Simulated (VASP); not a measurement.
# P: single point with PBE

Crystal: P.

```
P
1.0
     0.00064   -2.45341   -0.00023
    -4.87902    0.00170    0.00094
     0.00079   -0.00046   -4.90592
P
4
Direct
  0.00011 0.99065 0.99983
  0.00010 0.99060 0.50021
  0.99999 0.50939 0.00008
  0.99981 0.50936 0.49987
```

```json
{"Program": "VASP 6.6.1", "Task": "single point", "Functional": "PBE", "Potentials or basis": "VASP PAW PBE potentials, release 64 (P)", "Cutoff": "500 eV", "k mesh": "8 × 4 × 4", "Occupations": "gaussian, width 0.2 eV", "Spin": "no spin polarisation"}
```

| Quantity | Value |
| --- | --- |
| Pressure | -0.1 GPa |
| Largest force | 0.016 eV/Å |
| Band gap on the k mesh | zero (bands 10 and 11 overlap by 7.69 eV) |

Forces on the atoms (eV/Å):
```
P    0.016  0.000 -0.001
P    0.015  0.001  0.001
P   -0.015  0.001  0.000
P   -0.016 -0.001  0.000
```

Stress tensor (GPa, compression positive):
```
-0.26  0.02  0.01
 0.02 -0.10 -0.01
 0.01 -0.01 -0.06
```

Levels at points of the mesh, in eV from the Fermi level:
```tsv
k point	band 8	band 9	band 10	band 11	band 12	band 13
(0.00, 0.00, 0.00)	-5.18	1.03	4.83	4.83	5.13	6.73
(0.50, 0.00, 0.00)	-5.18	-2.26	-2.15	-2.15	-1.78	1.00
(0.00, 0.50, 0.00)	-2.62	0.00	0.93	5.65	5.66	5.88
(0.50, 0.50, 0.00)	-4.38	-3.84	-3.84	0.00	0.93	2.11
(0.00, 0.00, 0.50)	-3.15	0.45	0.46	5.88	5.88	5.98
(0.50, 0.00, 0.50)	-4.15	-4.03	-4.03	0.31	0.32	2.35
(0.00, 0.50, 0.50)	-2.11	-1.41	-1.41	-0.72	-0.72	6.69
(0.50, 0.50, 0.50)	-5.89	0.07	0.07	0.85	0.85	2.89
```

Run time: 80 s on 1 thread of Intel Xeon 8259CL (shared host), peak memory 0.18 GiB.
